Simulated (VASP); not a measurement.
A run of VASP 6.6.1 is set up as follows.

INCAR

```
SYSTEM = Be
PREC = Accurate ; ENCUT = 600
EDIFF = 1E-6 ; ISMEAR = 0
SIGMA = 0.1 ; LREAL = .False.
LASPH = .True. ; NELM = 80
ALGO = Fast ; ISIF = 3
LWAVE = .False. ; LCHARG = .False.
GGA = PE ; IBRION = 2
NSW = 90 ; EDIFFG = -0.04
```

Contents of KPOINTS:

```
Automatic mesh
0
Gamma
  8 8 6
  0 0 0
```

The input POSCAR:

```
Be
1.0
    2.1401401200      0.0000000000      0.0000000000
    0.0000000000      2.2195273500      0.0000000000
    0.0000000000      0.0000000000      3.4269682200
Be
2
Direct
    0.0000000000      0.5000000000      0.8431039200
    0.5000000000      0.0000000000      0.1568960800
```

Potentials or basis: VASP PAW PBE potentials, release 64 (Be).

Launch:

```sh
$ cat potpaw_PBE.64/Be/POTCAR > POTCAR
$ mpirun -np 1 vasp_std > vasp.out
```

(1) Predict the band gap on the k mesh.

(2) What does it give for the relaxed cell?

Results:

(1) zero (band 2 reaches 8.54 eV, above the bottom of band 3 at 7.50 eV).

(2) a = 2.222 Å, b = 2.222 Å, c = 3.189 Å, α = 90.00°, β = 90.00°, γ = 90.00°.

Caveat: the k points lie up to 0.35 Å⁻¹ apart in the final cell.
